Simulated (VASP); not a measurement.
# ZrB2 (P6/mmm) in VASP: further runs

Runs on ZrB2. Level: LDA. Tasks: single point.

Program: VASP 6.6.1. These are calculated values, not measurements. Logs are shortened: lines on timing, memory, paths and dates and some standing lists are left out, and cuts for length are marked.

### 1 The cell of the first run

The structure is hexagonal, space group P6/mmm (No. 191). The conventional cell has a = 3.062 Å, b = 3.062 Å, c = 4.091 Å, α = 90.00°, β = 90.00°, γ = 120.00°. Within 3.6 Å of Zr (site symmetry 6/mmm) lie 12 B at 2.70 Å and 6 Zr at 3.06 Å. B (site symmetry -6m2) has 3 B at 1.77 Å within 2.3 Å.

### 2 Single point, LDA (volume 11.069 Å^3 an atom, c/a of the conventional cell 1.3361)

Contents of INCAR:

```
PREC = Accurate
ENCUT = 520
EDIFF = 1E-6
ISMEAR = 0
SIGMA = 0.15
LREAL = False
LASPH = True
NELM = 100
ALGO = Normal
ISIF = 2
LWAVE = False
LCHARG = False
GGA = CA
NBANDS = 16
```

Contents of KPOINTS:

```
regular mesh
0
Gamma
  18 18 12
```

Contents of POSCAR:

```
ZrB2
1.0
    3.0616345404      0.0000000000      0.0000000000
   -1.5308172702      2.6514532891      0.0000000000
    0.0000000000      0.0000000000      4.0906499095
Zr B
1 2
Direct
    0.0000000000      0.0000000000      0.0000000000
    0.3333333333      0.6666666667      0.5000000000
    0.6666666667      0.3333333333      0.5000000000
```

Potentials or basis: VASP PAW LDA potentials, release 64 (Zr_sv, B).

Launch:

```sh
> cat potpaw_LDA.64/Zr_sv/POTCAR potpaw_LDA.64/B/POTCAR > POTCAR
> mpirun -np 1 vasp_std > vasp.out
```

OUTCAR:

```text
PREC = Accurate
   ENCUT = 520
   EDIFF = 1E-6
   ISMEAR = 0
   LREAL = False
   LASPH = True
   NELM = 100
   ISIF = 2
   GGA = CA

 ion  position               nearest neighbor table
   1  0.000  0.000  0.000-   2 2.70   3 2.70   2 2.70   3 2.70   3 2.70   3 2.70   2 2.70   2 2.70
                             3 2.70   3 2.70   2 2.70   2 2.70
   2  0.333  0.667  0.500-   3 1.77   3 1.77   3 1.77   1 2.70   1 2.70   1 2.70   1 2.70   1 2.70
                             1 2.70
   3  0.667  0.333  0.500-   2 1.77   2 1.77   2 1.77   1 2.70   1 2.70   1 2.70   1 2.70   1 2.70
                             1 2.70

  LATTYP: Found a hexagonal cell.
 ALAT       =     3.0616345404
 C/A-ratio  =     1.3361000000

  Lattice vectors:

 A1 = (   3.0616345404,   0.0000000000,   0.0000000000)
 A2 = (  -1.5308172702,   2.6514532891,   0.0000000000)
 A3 = (   0.0000000000,   0.0000000000,   4.0906499095)

Analysis of symmetry for initial positions (statically):
=====================================================================
 Subroutine PRICEL returns:
 Original cell was already a primitive cell.

 Routine SETGRP: Setting up the symmetry group for a
 hexagonal supercell.

 Subroutine GETGRP returns: Found 24 space group operations
 (whereof 24 operations were pure point group operations)
 out of a pool of 24 trial point group operations.

The static configuration has the point symmetry D_6h.

Analysis of symmetry for dynamics (positions and initial velocities):
=====================================================================
 Subroutine PRICEL returns:
 Original cell was already a primitive cell.

 Routine SETGRP: Setting up the symmetry group for a
 hexagonal supercell.

 Subroutine GETGRP returns: Found 24 space group operations
 (whereof 24 operations were pure point group operations)
 out of a pool of 24 trial point group operations.

The dynamic configuration has the point symmetry D_6h.

 Subroutine INISYM returns: Found 24 space group operations
 (whereof 24 operations are pure point group operations),
 and found     1 'primitive' translations

----------------------------------------------------------------------------------------

                                     Primitive cell

  volume of cell :      33.2070

  direct lattice vectors                    reciprocal lattice vectors
     3.061634540  0.000000000  0.000000000     0.326622916  0.188575828  0.000000000
    -1.530817270  2.651453289  0.000000000     0.000000000  0.377151656  0.000000000
     0.000000000  0.000000000  4.090649909     0.000000000  0.000000000  0.244459932

  length of vectors
     3.061634540  3.061634540  4.090649909     0.377151656  0.377151656  0.244459932

  position of ions in fractional coordinates (direct lattice)
     0.000000000  0.000000000  0.000000000
     0.333333333  0.666666667  0.500000000
     0.666666667  0.333333333  0.500000000

  ion indices of the primitive-cell ions
   primitive index   ion index
                 1           1
                 2           2
                 3           3

----------------------------------------------------------------------------------------

 KPOINTS: regular mesh

Automatic generation of k-mesh.
 Grid dimensions read from file:
 generate k-points for:   18   18   12

 Generating k-lattice:

  Cartesian coordinates                     Fractional coordinates (reciprocal lattice)
     0.018145718  0.010476435  0.000000000     0.055555556  0.000000000  0.000000000
     0.000000000  0.020952870  0.000000000     0.000000000  0.055555556  0.000000000
     0.000000000  0.000000000  0.020371661     0.000000000  0.000000000  0.083333333

  Length of vectors
     0.020952870  0.020952870  0.020371661

  Shift w.r.t. Gamma in fractional coordinates (k-lattice)
     0.000000000  0.000000000  0.000000000

 Subroutine IBZKPT returns following result:
 ===========================================

 Found    259 irreducible k-points:

 Following reciprocal coordinates:
            Coordinates               Weight
  0.000000  0.000000  0.000000      1.000000
  0.055556 -0.000000  0.000000      6.000000
  0.111111 -0.000000  0.000000      6.000000
  0.166667 -0.000000  0.000000      6.000000
  0.222222 -0.000000  0.000000      6.000000
  0.277778  0.000000  0.000000      6.000000
[... 16 lines left out ...]
  0.333333  0.111111  0.000000     12.000000
  0.388889  0.111111  0.000000     12.000000
 [... further k-points ...]
   k-points           NKPTS =    259   k-points in BZ     NKDIM =    259   number of bands    NBANDS=     16
   number of dos      NEDOS =    301   number of ions     NIONS =      3
   total plane-waves  NPLWV =  17280
   dimension x,y,z NGX =    24 NGY =   24 NGZ =   30
   dimension x,y,z NGXF=    48 NGYF=   48 NGZF=   60
   ions per type =               1   2
   NGX,Y,Z   is equivalent  to a cutoff of  13.03, 13.03, 12.19 a.u.
   NGXF,Y,Z  is equivalent  to a cutoff of  26.06, 26.06, 24.38 a.u.
[... 117 lines left out ...]
      2     -17.5559      2.00000
      3     -17.4076      2.00000
      4     -17.0194      2.00000
      5      -1.8529      2.00000
      6       5.6669      2.00000
[... 8 lines left out ...]
     15      16.4308      0.00000
     16      18.1728      0.00000

 k-point     6 :       0.2778    0.0000    0.0000
  band No.  band energies     occupation
      1     -39.2345      2.00000
      2     -17.6074      2.00000
      3     -17.5182      2.00000
      4     -17.0653      2.00000
      5      -1.3690      2.00000
      6       4.9753      2.00000
[... 8 lines left out ...]
     15      16.4955      0.00000
     16      18.3778      0.00000

 k-point     7 :       0.3333   -0.0000    0.0000
  band No.  band energies     occupation
      1     -39.2071      2.00000
      2     -17.7905      2.00000
      3     -17.4826      2.00000
      4     -17.1080      2.00000
      5      -0.7989      2.00000
      6       4.0377      2.00000
[... 8 lines left out ...]
     15      16.8098      0.00000
     16      18.3981      0.00000

 k-point     8 :       0.3889   -0.0000    0.0000
  band No.  band energies     occupation
      1     -39.1846      2.00000
      2     -17.9366      2.00000
      3     -17.4533      2.00000
      4     -17.1425      2.00000
      5      -0.1494      2.00000
      6       3.1128      2.00000
[... 8 lines left out ...]
     15      17.2136      0.00000
     16      18.1903      0.00000

 k-point     9 :       0.4444   -0.0000    0.0000
  band No.  band energies     occupation
      1     -39.1698      2.00000
      2     -18.0305      2.00000
      3     -17.4341      2.00000
      4     -17.1648      2.00000
      5       0.5717      2.00000
      6       2.2212      2.00000
[... 8 lines left out ...]
     15      17.5545      0.00000
     16      17.7824      0.00000
[... 172 lines left out ...]
 k-point    19 :       0.1111    0.1111    0.0000
  band No.  band energies     occupation
      1     -39.2783      2.00000
      2     -17.5753      2.00000
      3     -17.2893      2.00000
      4     -17.0093      2.00000
      5      -2.0734      2.00000
      6       5.7510      2.00000
[... 8 lines left out ...]
     15      16.4983      0.00000
     16      17.7367      0.00000

 k-point    20 :       0.1667    0.1111    0.0000
  band No.  band energies     occupation
      1     -39.2529      2.00000
      2     -17.5422      2.00000
      3     -17.4550      2.00000
      4     -17.0649      2.00000
      5      -1.6876      2.00000
      6       5.6450      2.00000
[... 8 lines left out ...]
     15      16.2692      0.00000
     16      18.2965      0.00000

 k-point    21 :       0.2222    0.1111    0.0000
  band No.  band energies     occupation
      1     -39.2256      2.00000
      2     -17.6268      2.00000
      3     -17.5067      2.00000
      4     -17.1243      2.00000
      5      -1.2074      2.00000
      6       4.9891      2.00000
[... 8 lines left out ...]
     15      16.3255      0.00000
     16      18.6205      0.00000

 k-point    22 :       0.2778    0.1111    0.0000
  band No.  band energies     occupation
      1     -39.1998      2.00000
      2     -17.7845      2.00000
      3     -17.4731      2.00000
      4     -17.1798      2.00000
      5      -0.6401      2.00000
      6       4.1185      2.00000
[... 8 lines left out ...]
     15      16.6439      0.00000
     16      18.6894      0.00000

 k-point    23 :       0.3333    0.1111    0.0000
  band No.  band energies     occupation
      1     -39.1786      2.00000
      2     -17.9108      2.00000
      3     -17.4456      2.00000
      4     -17.2248      2.00000
      5       0.0072      2.00000
      6       3.2290      2.00000
[... 8 lines left out ...]
     15      17.0852      0.00000
     16      18.5442      0.00000

 k-point    24 :       0.3889    0.1111    0.0000
  band No.  band energies     occupation
      1     -39.1648      2.00000
      2     -17.9922      2.00000
      3     -17.4275      2.00000
      4     -17.2539      2.00000
      5       0.7269      2.00000
      6       2.3541      2.00000
[... 8 lines left out ...]
     15      17.4749      0.00000
     16      18.2234      0.00000

 [... further k-points ...]
[... 5 lines left out ...]
  --------------------------------------------------------------------------------------
  -------------------------------------------------------------------------------------
  Total       -0.3654207     -0.3654207     -9.9852763      0.0000000      0.0000000      0.0000000
  in kB      -17.6308862    -17.6308862   -481.7714149      0.0000000      0.0000000      0.0000000
  external PRESSURE =    -172.3443958 kB  Pullay stress =       0.0000000 kB

 VOLUME and BASIS-vectors are now :
 -----------------------------------------------------------------------------
  energy-cutoff  :      520.00
  volume of cell :       33.21
      direct lattice vectors                 reciprocal lattice vectors
     3.061634540  0.000000000  0.000000000     0.326622916  0.188575828  0.000000000
    -1.530817270  2.651453289  0.000000000     0.000000000  0.377151656  0.000000000
     0.000000000  0.000000000  4.090649909     0.000000000  0.000000000  0.244459932

 POSITION                                       TOTAL-FORCE (eV/Angst)
 -----------------------------------------------------------------------------------
      0.00000      0.00000      0.00000         0.000000      0.000000      0.000000
     -0.00000      1.76764      2.04532         0.000000     -0.000000      0.000000
      1.53082      0.88382      2.04532        -0.000000      0.000000     -0.000000
 -----------------------------------------------------------------------------------
    total drift:                               -0.000000      0.000000      0.000000

  FREE ENERGIE OF THE ION-ELECTRON SYSTEM (eV)
  ---------------------------------------------------
  free  energy   TOTEN  =       -26.6297961812 eV

  energy  without entropy=      -26.6269791737  energy(sigma->0) =      -26.62838768
```

It took 72 s on 1 thread of Intel Xeon Platinum 8259CL at 2.50GHz (Skylake/Cascade Lake), shared host; peak memory 0.24 GiB.

Results:

```yaml
Free_energy: -26.6298 eV
Pressure: -17.2 GPa
Band_gap_on_the_k_mesh: zero (band 9 reaches 9.49 eV, above the bottom of band 10 at 8.80 eV)
```

Stress tensor (GPa, compression positive):
```
 -1.76   0.00   0.00
  0.00  -1.76   0.00
  0.00   0.00 -48.18
```

### 3 Single point, LDA (volume 11.069 Å^3 an atom, c/a of the conventional cell 1.1138)

Contents of INCAR:

```
SYSTEM = ZrB2
PREC = Accurate
ENCUT = 520
EDIFF = 1E-7
ISMEAR = 0
SIGMA = 0.15
LREAL = .False.
LASPH = .True.
NELM = 60
ALGO = Normal
ISIF = 2
LWAVE = .False.
LCHARG = .True.
GGA = CA
LELF = .True.
LVHAR = .True.
NBANDS = 16
```

Contents of KPOINTS:

```
Automatic mesh
0
Gamma
  18 18 12
  0 0 0
```

Contents of POSCAR:

```
ZrB2
1.0
    3.2531371177      0.0000000000      0.0000000000
   -1.6265685589      2.8172993859      0.0000000000
    0.0000000000      0.0000000000      3.6232163933
Zr B
1 2
Direct
    0.0000000000      0.0000000000      0.0000000000
    0.3333333333      0.6666666667      0.5000000000
    0.6666666667      0.3333333333      0.5000000000
```

Potentials or basis: VASP PAW LDA potentials, release 64 (Zr_sv, B).

Launch:

```sh
> cat potpaw_LDA.64/Zr_sv/POTCAR potpaw_LDA.64/B/POTCAR > POTCAR
> mpirun -np 1 vasp_std > vasp.out
```

Run time: 1.9 min. Hardware: 1 thread of Intel Xeon Platinum 8259CL at 2.50GHz (Skylake/Cascade Lake), shared host; peak memory 0.24 GiB.

It converged, with:

```
Free energy            : -27.2066 eV
Pressure               : -23.4 GPa
Band gap on the k mesh : zero (band 9 reaches 10.29 eV, above the bottom of band 10 at 9.14 eV)
```

Stress tensor (GPa, compression positive):
```
-24.11   0.00   0.00
  0.00 -24.11   0.00
  0.00   0.00 -21.88
```

Levels at points of the mesh, in eV from the Fermi level:
| k point | band 6 | band 7 | band 8 | band 9 | band 10 | band 11 | band 12 | band 13 |
| --- | --- | --- | --- | --- | --- | --- | --- | --- |
| (0.00, 0.00, 0.00) | -2.51 | -2.51 | -2.45 | -2.34 | 3.00 | 3.00 | 3.74 | 3.74 |
| (0.50, 0.00, 0.00) | -8.31 | -3.65 | -2.97 | -2.51 | 2.04 | 2.08 | 4.39 | 4.44 |
| (0.00, 0.00, 0.50) | -6.73 | -0.96 | -0.96 | 0.25 | 0.25 | 0.66 | 0.66 | 1.59 |
| (0.50, 0.00, 0.50) | -6.80 | -4.37 | -3.90 | -2.11 | 3.29 | 3.74 | 4.72 | 5.55 |

### 4 Single point, LDA (volume 11.069 Å^3 an atom, c/a of the conventional cell 0.9865)

Contents of INCAR:

```
SYSTEM = ZrB2
ALGO     = Normal         ! electronic algorithm
EDIFF    = 1E-7           ! SCF threshold, eV
ENCUT    = 520            ! plane-wave cutoff, eV
GGA      = CA             ! functional
ISIF     = 2              ! what is computed and relaxed
ISMEAR   = 0              ! smearing method
LASPH    = .TRUE.         ! aspherical terms in the spheres
LCHARG   = .TRUE.         ! write CHGCAR
LELF     = .TRUE.         ! ELF
LREAL    = .FALSE.        ! projectors in reciprocal space
LVHAR    = .TRUE.       
LWAVE    = .FALSE.        ! write WAVECAR
NBANDS   = 16             ! bands
NELM     = 60             ! most SCF steps
PREC     = Accurate       ! precision mode
SIGMA    = 0.15           ! smearing width, eV
```

Contents of KPOINTS:

```
k-points
0
G
  18 18 12
  0 0 0
```

Contents of POSCAR:

```
ZrB2
1.0
    3.3874064252      0.0000000000      0.0000000000
   -1.6937032126      2.9335800172      0.0000000000
    0.0000000000      0.0000000000      3.3416764385
Zr B
1 2
Direct
    0.0000000000      0.0000000000      0.0000000000
    0.3333333333      0.6666666667      0.5000000000
    0.6666666667      0.3333333333      0.5000000000
```

Launch:

```sh
> cat potpaw_LDA.64/Zr_sv/POTCAR potpaw_LDA.64/B/POTCAR > POTCAR
> mpirun -np 1 vasp_std > vasp.out
```

Wall time 2.9 min (1 thread of Intel Xeon Platinum 8259CL at 2.50GHz (Skylake/Cascade Lake), shared host); peak memory 0.24 GiB.

The run converged. Its results:

```yaml
Free_energy: -26.8882 eV
Pressure: -23.8 GPa
Band_gap_on_the_k_mesh: zero (band 9 reaches 10.05 eV, above the bottom of band 10 at 8.94 eV)
```

Stress tensor (GPa, compression positive):
```
-35.52   0.00   0.00
  0.00 -35.52   0.00
  0.00   0.00  -0.33
```

Levels at points of the mesh, in eV from the Fermi level:
```tsv
k point	band 5	band 6	band 7	band 8	band 9	band 10	band 11	band 12	band 13	band 14
(0.00, 0.00, 0.00)	-11.95	-3.11	-3.11	-2.03	-1.20	2.94	3.19	3.19	4.21	4.21
(0.50, 0.00, 0.00)	-8.52	-8.21	-3.00	-2.67	-2.53	2.43	2.67	3.67	4.19	6.73
(0.00, 0.00, 0.50)	-9.71	-6.52	-1.19	-1.19	-0.59	-0.59	0.76	0.76	3.66	3.82
(0.50, 0.00, 0.50)	-9.32	-6.32	-4.67	-3.84	-2.19	3.43	4.36	4.63	6.39	6.71
```

### 5 Single point, LDA (volume 11.069 Å^3 an atom, c/a of the conventional cell 1.2574)

Contents of INCAR:

```
SYSTEM = ZrB2
ALGO = Normal
EDIFF = 1E-6
ENCUT = 520
GGA = CA
ISIF = 2
ISMEAR = 0
LASPH = .True.
LCHARG = .False.
LREAL = .False.
LWAVE = .False.
NBANDS = 16
NELM = 60
PREC = Accurate
SIGMA = 0.15
```

Contents of KPOINTS:

```
k-points
0
Gamma
  18 18 12
  0 0 0
```

Contents of POSCAR:

```
ZrB2
1.0
    3.1242217498      0.0000000000      0.0000000000
   -1.5621108749      2.7056554024      0.0000000000
    0.0000000000      0.0000000000      3.9283964282
Zr B
1 2
Direct
    0.0000000000      0.0000000000      0.0000000000
    0.3333333333      0.6666666667      0.5000000000
    0.6666666667      0.3333333333      0.5000000000
```

Launch:

```sh
> cat potpaw_LDA.64/Zr_sv/POTCAR potpaw_LDA.64/B/POTCAR > POTCAR
> mpirun -np 1 vasp_std > vasp.out
```

Wall time 96 s (1 thread of Intel Xeon Platinum 8259CL at 2.50GHz (Skylake/Cascade Lake), shared host); peak memory 0.24 GiB.

The run converged. Its results:

```yaml
Free_energy: -26.9571 eV
Pressure: -20.1 GPa
Band_gap_on_the_k_mesh: zero (band 9 reaches 9.69 eV, above the bottom of band 10 at 8.86 eV)
```

Stress tensor (GPa, compression positive):
```
 -9.60   0.00   0.00
  0.00  -9.60   0.00
  0.00   0.00 -41.05
```

Levels at points of the mesh, in eV from the Fermi level:
| k point | band 7 | band 8 | band 9 | band 10 | band 11 | band 12 |
| --- | --- | --- | --- | --- | --- | --- |
| (0.00, 0.00, 0.00) | -2.72 | -1.52 | -1.52 | 3.11 | 3.11 | 3.35 |
| (0.50, 0.00, 0.00) | -3.98 | -2.48 | -2.35 | 2.06 | 2.21 | 4.52 |
| (0.00, 0.00, 0.50) | -0.22 | -0.22 | 0.10 | 0.84 | 0.84 | 1.51 |
| (0.50, 0.00, 0.50) | -3.68 | -3.57 | -1.75 | 2.29 | 4.20 | 4.67 |

### 6 Summary

```tsv
cell	gap on the mesh (eV)	pressure (GPa)
a = 3.062, b = 3.062, c = 4.091 Å, angles 90.0, 90.0, 120.0°, 3 atoms	none	-17.2
a = 3.253, b = 3.253, c = 3.623 Å, angles 90.0, 90.0, 120.0°, 3 atoms	none	-23.4
a = 3.387, b = 3.387, c = 3.342 Å, angles 90.0, 90.0, 120.0°, 3 atoms	none	-23.8
a = 3.124, b = 3.124, c = 3.928 Å, angles 90.0, 90.0, 120.0°, 3 atoms	none	-20.1
```

Alike in all rows: task single point; level LDA; potentials or basis VASP PAW LDA potentials, release 64 (Zr_sv, B); no spin polarisation; k mesh 18 × 18 × 12; cutoff (eV) 520; smearing gaussian 0.15 eV.

Total energies depend on the potentials used, so only differences within one code and one set of settings carry meaning.
